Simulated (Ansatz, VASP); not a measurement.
**Cr: VASP beside Ansatz**

File INCAR:

```
ALGO = Normal
EDIFF = 1E-7
ENCUT = 520
GGA = PE
ISIF = 2
ISMEAR = -1
ISPIN = 2
LASPH = T
LCHARG = F
LMAXMIX = 4
LORBIT = 11
LREAL = F
LWAVE = F
MAGMOM = 3 -3 -3 3
NBANDS = 36
NELM = 150
PREC = Accurate
SIGMA = 0.05
```

KPOINTS

```
k-points
0
Gamma
  6 10 6
```

Contents of POSCAR:

```
Cr
1.0
    0.0000000000      0.0000000000      4.4100000000
    2.7140000000      0.0000000000      0.0000000000
    0.0000000000      4.7007858918      0.0000000000
Cr
4
Direct
    0.2500000000      1.0000000000      0.3333333334
    0.2500000000      0.5000000000      0.8333333334
    0.7500000000      0.5000000000      0.1666666666
    0.7500000000      0.0000000000      0.6666666666
```

Input for Ansatz:

```yaml
crystal:
  lattice:
    - [0.0, 0.0, 4.41]
    - [2.714, 0.0, 0.0]
    - [0.0, 4.7007858918, 0.0]
  atoms:
    - { symbol: Cr, position: [0.25, 1.0, 0.3333333334], spin: 3.0 }
    - { symbol: Cr, position: [0.25, 0.5, 0.8333333334], spin: -3.0 }
    - { symbol: Cr, position: [0.75, 0.5, 0.1666666666], spin: -3.0 }
    - { symbol: Cr, position: [0.75, 0.0, 0.6666666666], spin: 3.0 }
magnetization:
  spin_polarized: true
kpoints:
  mp_grid: { grid: [6, 10, 6] }
scf:
  occupations: { method: fermi_dirac, width: 0.05 }
  lower_state_search: "off"
hamiltonian:
  xc: pbe
  pseudopotentials: { kind: paw }
output:
  forces: true
  stress: true
  eigenvalues: true
  write_density: true
  write_potential: true
  elf: true
  volumetric_format: npy
```

Alike in both runs: task single point; functional PBE; k mesh 6 × 10 × 6; occupations fermi-dirac, width 0.05 eV; collinear spin.

|  | VASP | Ansatz |
| --- | --- | --- |
| version | VASP 6.6.1 | Ansatz 0.2.0 |
| potentials or method | VASP PAW PBE potentials, release 64 (Cr_pv) | PAW with Ansatz's default frozen-core files, scalar-relativistic |
| plane-wave cutoff (eV) | 520 | 420 |
| valence electrons in the cell | 48 | 56 |

Ansatz gave:

```
pressure (GPa)                                                : -9.5
traceless stress, the component that is largest in VASP (GPa) : -8.18
rms of the force components (eV/Å)                            : 0.289
net moment per atom (μB)                                      : 0.00
size of the moment on the site where the two differ most (μB) : 2.28
```

**Question.** What did VASP give for the same quantities?

**Answer.** Pressure (GPa): -8.5; traceless stress, the component that is largest in VASP (GPa): -8.11; rms of the force components (eV/Å): 0.300; net moment per atom (μB): 0.00; size of the moment on the site where the two differ most (μB): 2.40.

Site moments also hang on the region over which each program counts them. Atom by atom the forces differ by 0.011 eV/Å (rms over components). VASP's potentials hold 48 valence electrons a cell and Ansatz's 56, so a difference there can come from the potentials and not from the codes.
